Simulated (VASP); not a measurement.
Input of a VASP 6.6.1 run:

INCAR

```
ALGO = Fast
EDIFF = 1E-7
ENCUT = 520
GGA = PE
ISIF = 2
ISMEAR = 0
IVDW = 12
LASPH = True
LCHARG = True
LELF = True
LREAL = False
LVHAR = True
LWAVE = False
NBANDS = 14
NELM = 80
PREC = Accurate
SIGMA = 0.1
```

The input KPOINTS:

```
k-points
0
Gamma
  24 24 6
```

File POSCAR:

```
Al
1.0
    2.7584826721      0.0000000000      0.0000000000
   -1.3792413361      2.3889160700      0.0000000000
    0.0000000000      0.0000000000      9.3553342060
Al
4
Direct
    0.0000000000      0.0000000000      0.0000000000
    0.3333333333      0.6666666667      0.2500000000
    0.0000000000      0.0000000000      0.5000000000
    0.6666666667      0.3333333333      0.7500000000
```

Potentials or basis: VASP PAW PBE potentials, release 64 (Al).

Launch:

```bash
$ cat potpaw_PBE.64/Al/POTCAR > POTCAR
$ mpirun -np 1 vasp_std > vasp.out
```

(1) What does it give for the band gap on the k mesh?

(2) Estimate the dispersion energy per atom.

Results:

(1) zero (band 6 reaches 12.33 eV, above the bottom of band 7 at 7.23 eV).

(2) -0.361 eV.

Caveat: the cell differs from its parent crystal (biaxial strain in the a-b plane: -2.0 %, then relaxed in part).
